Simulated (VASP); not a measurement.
# ZrB3 (P6/mmm) in VASP: notebook

Runs on ZrB3. Level: PBE. Tasks: single point, relaxation of cell and atoms.

Program: VASP 6.6.1. These are calculated values, not measurements. Logs are shortened: lines on timing, memory, paths and dates and some standing lists are left out, and cuts for length are marked.

### Step 1. The cell of the first run

The structure is hexagonal, space group P6/mmm (No. 191). Conventional cell: a = 4.015 Å, b = 4.015 Å, c = 4.663 Å, α = 90.00°, β = 90.00°, γ = 120.00°. Within 3.1 Å of Zr (site symmetry 6/mmm) lie 8 B at 2.32 to 2.33 Å. B (site symmetry 6/mmm) has 2 Zr at 2.33 Å within 3.1 Å. Within 3.1 Å of B (site symmetry -6m2) lie 3 Zr at 2.32 Å and 3 B at 2.32 Å.

### Step 2. Single point, PBE

INCAR reads:

```
ALGO     = Normal         # electronic algorithm
EDIFF    = 1E-6           # SCF threshold, eV
ENCUT    = 500            # plane-wave cutoff, eV
GGA      = PE             # functional
GGA_COMPAT= F            
ISIF     = 2              # what is computed and relaxed
ISMEAR   = 0              # smearing method
LASPH    = T              # aspherical terms in the spheres
LCHARG   = F              # write CHGCAR
LREAL    = F              # projectors in reciprocal space
LWAVE    = F              # write WAVECAR
NBANDS   = 18             # bands
NELM     = 120            # most SCF steps
PREC     = Accurate       # precision mode
SIGMA    = 0.1            # smearing width, eV
```

KPOINTS reads:

```
k-points
0
Gamma
  6 6 6
```

POSCAR reads:

```
ZrB3
1.0
    4.0147719177      0.0000000033      0.0000000000
   -2.0073859617      3.4768944695      0.0000000000
    0.0000000000      0.0000000000      4.6628140912
Zr B
1 3
Direct
    0.0000000000      0.0000000000      0.0000000000
    0.0000000000      0.0000000000      0.5000000000
    0.3333333333      0.6666666667      0.0000000000
    0.6666666667      0.3333333333      0.0000000000
```

Potentials or basis: VASP PAW PBE potentials, release 64 (Zr_sv, B).

On the command line:

```bash
> cat potpaw_PBE.64/Zr_sv/POTCAR potpaw_PBE.64/B/POTCAR > POTCAR
> mpirun -np 1 vasp_std > vasp.out
```

OUTCAR:

```text
EDIFF = 1E-6
   ENCUT = 500
   GGA = PE
   ISIF = 2
   ISMEAR = 0
   LASPH = T
   LREAL = F
   NELM = 120
   PREC = Accurate

 ion  position               nearest neighbor table
   1  0.000  0.000  0.000-   3 2.32   4 2.32   4 2.32   3 2.32   4 2.32   3 2.32   2 2.33   2 2.33

   2  0.000  0.000  0.500-   1 2.33   1 2.33
   3  0.333  0.667  0.000-   1 2.32   1 2.32   1 2.32
   4  0.667  0.333  0.000-   1 2.32   1 2.32   1 2.32

  LATTYP: Found a hexagonal cell.
 ALAT       =     4.0147719177
 C/A-ratio  =     1.1614144432

  Lattice vectors:

 A1 = (   4.0147719177,   0.0000000033,   0.0000000000)
 A2 = (  -2.0073859617,   3.4768944695,   0.0000000000)
 A3 = (   0.0000000000,   0.0000000000,   4.6628140912)

Analysis of symmetry for initial positions (statically):
=====================================================================
 Subroutine PRICEL returns:
 Original cell was already a primitive cell.

 Routine SETGRP: Setting up the symmetry group for a
 hexagonal supercell.

 Subroutine GETGRP returns: Found 24 space group operations
 (whereof 24 operations were pure point group operations)
 out of a pool of 24 trial point group operations.

The static configuration has the point symmetry D_6h.

Analysis of symmetry for dynamics (positions and initial velocities):
=====================================================================
 Subroutine PRICEL returns:
 Original cell was already a primitive cell.

 Routine SETGRP: Setting up the symmetry group for a
 hexagonal supercell.

 Subroutine GETGRP returns: Found 24 space group operations
 (whereof 24 operations were pure point group operations)
 out of a pool of 24 trial point group operations.

The dynamic configuration has the point symmetry D_6h.

 Subroutine INISYM returns: Found 24 space group operations
 (whereof 24 operations are pure point group operations),
 and found     1 'primitive' translations

----------------------------------------------------------------------------------------

                                     Primitive cell

  volume of cell :      65.0879

  direct lattice vectors                    reciprocal lattice vectors
     4.014771918  0.000000003  0.000000000     0.249080152  0.143806493  0.000000000
    -2.007385962  3.476894469  0.000000000    -0.000000000  0.287612986  0.000000000
     0.000000000  0.000000000  4.662814091     0.000000000  0.000000000  0.214462764

  length of vectors
     4.014771918  4.014771918  4.662814091     0.287612986  0.287612986  0.214462764

  position of ions in fractional coordinates (direct lattice)
     0.000000000  0.000000000  0.000000000
     0.000000000  0.000000000  0.500000000
     0.333333333  0.666666667  0.000000000
     0.666666667  0.333333333  0.000000000

  ion indices of the primitive-cell ions
   primitive index   ion index
                 1           1
                 2           2
                 3           3
                 4           4

----------------------------------------------------------------------------------------

 KPOINTS: k-points

Automatic generation of k-mesh.
 Grid dimensions read from file:
 generate k-points for:    6    6    6

 Generating k-lattice:

  Cartesian coordinates                     Fractional coordinates (reciprocal lattice)
     0.041513359  0.023967749  0.000000000     0.166666667  0.000000000  0.000000000
    -0.000000000  0.047935498  0.000000000    -0.000000000  0.166666667  0.000000000
     0.000000000  0.000000000  0.035743794     0.000000000  0.000000000  0.166666667

  Length of vectors
     0.047935498  0.047935498  0.035743794

  Shift w.r.t. Gamma in fractional coordinates (k-lattice)
     0.000000000  0.000000000  0.000000000

 Subroutine IBZKPT returns following result:
 ===========================================

 Found     28 irreducible k-points:

 Following reciprocal coordinates:
            Coordinates               Weight
  0.000000  0.000000  0.000000      1.000000
  0.166667  0.000000  0.000000      6.000000
  0.333333 -0.000000  0.000000      6.000000
  0.500000  0.000000  0.000000      3.000000
  0.166667  0.166667  0.000000      6.000000
  0.333333  0.166667  0.000000     12.000000
[... 16 lines left out ...]
  0.166667  0.000000  0.500000      6.000000
  0.333333 -0.000000  0.500000      6.000000
 [... further k-points ...]
   k-points           NKPTS =     28   k-points in BZ     NKDIM =     28   number of bands    NBANDS=     18
   number of dos      NEDOS =    301   number of ions     NIONS =      4
   total plane-waves  NPLWV =  32400
   dimension x,y,z NGX =    30 NGY =   30 NGZ =   36
   dimension x,y,z NGXF=    60 NGYF=   60 NGZF=   72
   ions per type =               1   3
   NGX,Y,Z   is equivalent  to a cutoff of  12.42, 12.42, 12.84 a.u.
   NGXF,Y,Z  is equivalent  to a cutoff of  24.85, 24.85, 25.67 a.u.
 SYSTEM =  unknown system
   PREC   = accura    normal or accurate (medium, high low for compatibility)
   ISTART =      0    job   : 0-new  1-cont  2-samecut
   ICHARG =      2    charge: 1-file 2-atom 10-const
   ISPIN  =      1    spin polarized calculation?
   LNONCOLLINEAR =      F non collinear calculations
   LSORBIT =      F    spin-orbit coupling
   LASPH  =      T    aspherical Exc in radial PAW
   ENCUT  =  500.0 eV  36.75 Ry    6.06 a.u.   7.32  7.32  8.50*2*pi/ulx,y,z
   NELM   =    120;   NELMIN=  2; NELMDL= -5     # of ELM steps
   EDIFF  = 0.1E-05   stopping-criterion for ELM
   LREAL  =      F    real-space projection
   EDIFFG = 0.1E-04   stopping-criterion for IOM
   NSW    =      0    number of steps for IOM
   IBRION =     -1    ionic relax: 0-MD 1-quasi-New 2-CG
   NFREE  =      0    steps in history (QN), initial steepest desc. (CG)
   ISIF   =      2    stress and relaxation
   ISYM   =      2    0-nonsym 1-usesym 2-fastsym
   POTIM  = 0.5000    time-step for ionic-motion
   TEBEG  =    0.0;   TEEND  =   0.0 temperature during run
   PSTRESS=    0.0 pullay stress
   NELECT =      21.0000    total number of electrons
   NUPDOWN=      -1.0000    fix difference up-down
   EMIN   =  10.00;   EMAX   =-10.00  energy-range for DOS
   EFERMI =   0.00;   METHOD = LEGACY
   ISMEAR =     0;   SIGMA  =   0.10  broadening in eV -4-tet -1-fermi 0-gaus
   EFERMI_NEDOS =   21; number of points for ismear=-14 and -15
   IALGO  =     38    algorithm
   IMIX   =      4    mixing-type and parameters
     AMIX     =   0.40;   BMIX     =  1.00
     AMIX_MAG =   1.60;   BMIX_MAG =  1.00
  volume/ion in A,a.u.               =      16.27       109.81
  Fermi-wavevector in a.u.,A,eV,Ry     =   1.122831  2.121843 17.153541  1.260750
  Thomas-Fermi vector in A             =   2.259494
   LORBIT       =      0    0 simple, 1 ext, 2 COOP (PROOUT), +10 PAW based schemes
   GGA     = PE    functional components
   LHFCALC =     F    Hartree Fock is set to
   AEXX    =    0.0000 exact exchange contribution
   IVDW    =     0    specifies the selected vdW correction
   LEPSILON=     F    determine dielectric tensor
   LRPA    =     F    only Hartree local field effects (RPA)
 non-spin polarized calculation
 Gauss-broadening in eV      SIGMA  =   0.10
  energy-cutoff  :      500.00
  volume of cell :       65.09
 maximum number of plane-waves:      1679
 NGX is ok and might be reduce to    30
   NGX = 15   NGY = 15   NGZ = 17

 number of electron      21.0000000 magnetization

 Free energy of the ion-electron system (eV)
  ---------------------------------------------------
  ext. energy  EPLUGINS =         0.00000000
  ---------------------------------------------------
  free energy    TOTEN  =       -21.47225741 eV

  energy without entropy =      -21.44682013  energy(sigma->0) =      -21.45953877

 E-fermi :   3.9525     XC(G=0):  -9.5974

 val. band max:        3.9360333079   @ k =   0.0000   0.0000   0.5000
 cond. band min:       3.9683130202   @ k =   0.1667   0.0000   0.5000
 fundamental gap:      0.0322797123
 Fermi energy:         3.9524970547

 k-point     1 :       0.0000    0.0000    0.0000
  band No.  band energies     occupation
      1     -43.9058      2.00000
      2     -22.2122      2.00000
      3     -22.2122      2.00000
      4     -22.0016      2.00000
      5      -5.8735      2.00000
      6      -2.0365      2.00000
[... 10 lines left out ...]
     17       8.8767      0.00000
     18       8.8767      0.00000

 k-point     2 :       0.1667    0.0000    0.0000
  band No.  band energies     occupation
      1     -43.9040      2.00000
      2     -22.2540      2.00000
      3     -22.2245      2.00000
      4     -21.9975      2.00000
      5      -5.4840      2.00000
      6      -1.9267      2.00000
[... 10 lines left out ...]
     17       7.9361      0.00000
     18       8.0759      0.00000

 k-point     3 :       0.3333   -0.0000    0.0000
  band No.  band energies     occupation
      1     -43.9004      2.00000
      2     -22.3362      2.00000
      3     -22.2489      2.00000
      4     -21.9893      2.00000
      5      -4.4639      2.00000
      6      -2.0291      2.00000
[... 10 lines left out ...]
     17       7.0113      0.00000
     18       9.4016      0.00000

 k-point     4 :       0.5000    0.0000    0.0000
  band No.  band energies     occupation
      1     -43.8986      2.00000
      2     -22.3766      2.00000
      3     -22.2610      2.00000
      4     -21.9851      2.00000
      5      -3.4859      2.00000
      6      -2.8033      2.00000
[... 375 lines left out ...]
      4     -22.0101      2.00000
      5      -5.5919      2.00000
      6      -1.9031      2.00000
[... 10 lines left out ...]
     17       9.6184      0.00000
     18       9.6184      0.00000

 k-point    23 :       0.1667    0.0000    0.5000
  band No.  band energies     occupation
      1     -43.9041      2.00000
      2     -22.2525      2.00000
      3     -22.2231      2.00000
      4     -22.0057      2.00000
      5      -5.1964      2.00000
      6      -1.7180      2.00000
[... 10 lines left out ...]
     17       9.3464      0.00000
     18       9.5601      0.00000

 k-point    24 :       0.3333   -0.0000    0.5000
  band No.  band energies     occupation
      1     -43.9004      2.00000
      2     -22.3344      2.00000
      3     -22.2475      2.00000
      4     -21.9968      2.00000
      5      -4.1743      2.00000
      6      -1.9125      2.00000
[... 10 lines left out ...]
     17       9.4477      0.00000
     18       9.4856      0.00000

 [... further k-points ...]

------------------------ aborting loop because EDIFF is reached ----------------------------------------

  FORCE on cell =-STRESS in cart. coord.  units (eV):
  Direction    XX          YY          ZZ          XY          YZ          ZX
  --------------------------------------------------------------------------------------
  -------------------------------------------------------------------------------------
  Total       -0.0042302     -0.0042302      0.0583856     -0.0000000     -0.0000000      0.0000000
  in kB       -0.1041280     -0.1041280      1.4371944     -0.0000000     -0.0000000      0.0000000
  external PRESSURE =       0.4096461 kB  Pullay stress =       0.0000000 kB

 VOLUME and BASIS-vectors are now :
 -----------------------------------------------------------------------------
  energy-cutoff  :      500.00
  volume of cell :       65.09
      direct lattice vectors                 reciprocal lattice vectors
     4.014771918  0.000000003  0.000000000     0.249080152  0.143806493  0.000000000
    -2.007385962  3.476894469  0.000000000    -0.000000000  0.287612986  0.000000000
     0.000000000  0.000000000  4.662814091     0.000000000  0.000000000  0.214462764

 POSITION                                       TOTAL-FORCE (eV/Angst)
 -----------------------------------------------------------------------------------
      0.00000      0.00000      0.00000         0.000000      0.000000      0.000000
      0.00000      0.00000      2.33141         0.000000      0.000000      0.000000
     -0.00000      2.31793      0.00000        -0.000000      0.000000      0.000000
      2.00739      1.15896      0.00000         0.000000      0.000000      0.000000
 -----------------------------------------------------------------------------------
    total drift:                                0.000000     -0.000000      0.000000

  FREE ENERGIE OF THE ION-ELECTRON SYSTEM (eV)
  ---------------------------------------------------
  free  energy   TOTEN  =       -21.4722574141 eV

  energy  without entropy=      -21.4468201298  energy(sigma->0) =      -21.45953877
```

Wall time 17 s (1 thread of Intel Xeon 6975P-C (Granite Rapids), shared host); peak memory 0.19 GiB.

What came out:

* Free energy: -21.4723 eV
* Pressure: 0.0 GPa

Stress tensor (GPa, compression positive):
```
-0.01  0.00  0.00
 0.00 -0.01  0.00
 0.00  0.00  0.14
```

Levels at points of the mesh, in eV from the Fermi level:
| k point | band 6 | band 7 | band 8 | band 9 | band 10 | band 11 | band 12 | band 13 | band 14 | band 15 |
| --- | --- | --- | --- | --- | --- | --- | --- | --- | --- | --- |
| (0.00, 0.00, 0.00) | -5.99 | -4.42 | -4.42 | -2.08 | -0.74 | 1.73 | 1.73 | 2.28 | 2.28 | 2.86 |
| (0.50, 0.00, 0.00) | -6.76 | -5.59 | -2.04 | -2.03 | -0.72 | 0.29 | 0.48 | 0.52 | 1.80 | 1.97 |
| (0.00, 0.00, 0.50) | -5.86 | -4.39 | -4.39 | -2.14 | -0.66 | -0.02 | 0.17 | 0.17 | 3.75 | 4.27 |
| (0.50, 0.00, 0.50) | -6.54 | -4.58 | -3.57 | -1.97 | -1.83 | -0.69 | -0.39 | 0.31 | 1.24 | 3.29 |

### Step 3. Relaxation of cell and atoms, PBE

This run uses another cell than the first one, of 9.90 Å³/atom, 0.608 times its volume.

INCAR reads:

```
SYSTEM = ZrB3
ALGO = Normal ; EDIFF = 1E-7
EDIFFG = -0.04 ; ENCUT = 500
GGA = PE ; GGA_COMPAT = .False.
IBRION = 2 ; ISIF = 3
ISMEAR = 0 ; LASPH = .True.
LCHARG = .False. ; LREAL = .False.
LWAVE = .False. ; NELM = 120
NELMIN = 4 ; NSW = 90
PREC = Accurate ; SIGMA = 0.1
```

KPOINTS reads:

```
k-points
0
Gamma
  6 6 6
  0 0 0
```

POSCAR reads:

```
ZrB3
1.0
    3.4982410100      0.0000000000      0.0000000000
   -1.7491205100      3.0295655800      0.0000000000
    0.0000000000      0.0000000000      3.7355881500
Zr B
1 3
Direct
    0.0000000000      0.0000000000      0.0000000000
    0.0000000000      0.0000000000      0.5000000000
    0.3333333300      0.6666666700      0.0000000000
    0.6666666700      0.3333333300      0.0000000000
```

Potentials or basis: VASP PAW PBE potentials, release 64 (Zr_sv, B).

On the command line:

```bash
> cat potpaw_PBE.64/Zr_sv/POTCAR potpaw_PBE.64/B/POTCAR > POTCAR
> mpirun -np 1 vasp_std > vasp.out
```

Wall time 62 s (1 thread of Intel Xeon 6975P-C (Granite Rapids), shared host); peak memory 0.16 GiB.

The run converged. Its results:

| Quantity | Value |
| --- | --- |
| Free energy | -21.4439 eV |
| Relaxed volume | 16.19 Å³/atom |
| Relaxed cell | a = 4.009 Å, b = 4.009 Å, c = 4.653 Å, α = 90.00°, β = 90.00°, γ = 120.00° |
| Space group after relaxing (to 0.05 Å) | P6/mmm (No. 191) |
| Energy gained by relaxing | 1252.8 meV/atom |
| Ionic steps | 9 |
| Pressure after relaxing | 0.1 GPa |

Stress tensor (GPa, compression positive):
```
 0.20  0.00  0.00
 0.00  0.20  0.00
 0.00  0.00 -0.11
```

The path:
```tsv
step	energy change (eV)	largest force (eV/Å)	pressure (GPa)	volume (Å³)
1	0.0000	0.0000	91.39	39.59
2	-4.0733	0.0000	-11.83	81.55
3	-4.8432	0.0000	0.33	63.58
4	-4.8428	0.0000	-0.36	64.14
5	-5.0066	0.0000	-0.67	64.99
6	-5.0107	0.0000	-0.51	65.12
7	-5.0108	0.0000	-0.48	65.15
8	-5.0108	0.0000	-0.45	65.17
9	-5.0113	0.0000	0.10	64.75
```

Final structure:
```yaml
crystal:
  lattice:
    - [4.00852, 0.00000, 0.00000]
    - [-2.00426, 3.47148, 0.00000]
    - [0.00000, 0.00000, 4.65284]
  atoms:
    - { symbol: Zr, position: [0.00000, 0.00000, 0.00000] }
    - { symbol: B, position: [0.00000, 0.00000, 0.50000] }
    - { symbol: B, position: [0.33333, 0.66667, 0.00000] }
    - { symbol: B, position: [0.66667, 0.33333, 0.00000] }
```

Levels at points of the mesh, in eV from the Fermi level:
```
           k point  band 8  band 9  band 10  band 11  band 12  band 13
(0.00, 0.00, 0.00)   -4.44   -2.08    -0.72     1.74     1.74     2.29
(0.50, 0.00, 0.00)   -2.05   -2.03    -0.72     0.29     0.48     0.53
(0.00, 0.00, 0.50)   -4.41   -2.15    -0.64    -0.01     0.17     0.17
(0.50, 0.00, 0.50)   -3.59   -1.97    -1.84    -0.68    -0.40     0.31
```

Caveat: the volume moved by over 15 % at a fixed basis, so the end points are rough.

### Step 4. Single point, PBE

This run uses another cell than the first one, of 9.90 Å³/atom, 0.608 times its volume.

INCAR reads:

```
SYSTEM = ZrB3
PREC = Accurate ; ENCUT = 500
EDIFF = 1E-6 ; ISMEAR = 0
SIGMA = 0.1 ; LREAL = .FALSE.
LASPH = .TRUE. ; NELM = 120
ALGO = Normal ; ISIF = 2
LWAVE = .FALSE. ; LCHARG = .FALSE.
GGA = PE ; NBANDS = 18
GGA_COMPAT = .FALSE.
```

KPOINTS reads:

```
Automatic mesh
0
G
  6 6 6
  0 0 0
```

POSCAR is that of step 3.

On the command line:

```bash
> cat potpaw_PBE.64/Zr_sv/POTCAR potpaw_PBE.64/B/POTCAR > POTCAR
> mpirun -np 1 vasp_std > vasp.out
```

Run time: 9.7 s. Hardware: 1 thread of Intel Xeon 6975P-C (Granite Rapids), shared host; peak memory 0.16 GiB.

The run converged. Its results:

| Quantity | Value |
| --- | --- |
| Free energy | -16.4326 eV |
| Pressure | 91.4 GPa |

Stress tensor (GPa, compression positive):
```
92.20  0.00  0.00
 0.00 92.20  0.00
 0.00  0.00 89.78
```

Levels at points of the mesh, in eV from the Fermi level:
| k point | band 8 | band 9 | band 10 | band 11 | band 12 | band 13 | band 14 | band 15 |
| --- | --- | --- | --- | --- | --- | --- | --- | --- |
| (0.00, 0.00, 0.00) | -6.78 | -2.08 | 1.11 | 2.14 | 2.14 | 2.54 | 2.54 | 5.44 |
| (0.50, 0.00, 0.00) | -3.57 | -1.99 | -0.32 | 0.11 | 0.43 | 1.42 | 1.72 | 2.12 |
| (0.00, 0.00, 0.50) | -6.35 | -3.05 | -1.38 | -1.38 | 1.46 | 1.58 | 4.40 | 7.89 |
| (0.50, 0.00, 0.50) | -3.19 | -2.92 | -2.27 | -1.58 | 0.19 | 0.23 | 1.27 | 5.40 |

### Step 5. Overview

```csv
task,cell,gap on the mesh (eV),pressure (GPa)
single point,"a = 4.015, b = 4.015, c = 4.663 Å, angles 90.0, 90.0, 120.0°, 4 atoms",none,0.0
relaxation of cell and atoms,"relaxed from a = 3.498, b = 3.498, c = 3.736 Å, angles 90.0, 90.0, 120.0°, 4 atoms",none,0.1
single point,"a = 3.498, b = 3.498, c = 3.736 Å, angles 90.0, 90.0, 120.0°, 4 atoms",none,91.4
```

Alike in all rows: level PBE; potentials or basis VASP PAW PBE potentials, release 64 (Zr_sv, B); no spin polarisation; k mesh 6 × 6 × 6; cutoff (eV) 500; smearing gaussian 0.1 eV.

Caveats: the volume moved by over 15 % at a fixed basis, so the end points are rough (some runs).

Absolute energies hang on the potentials; compare differences alone.
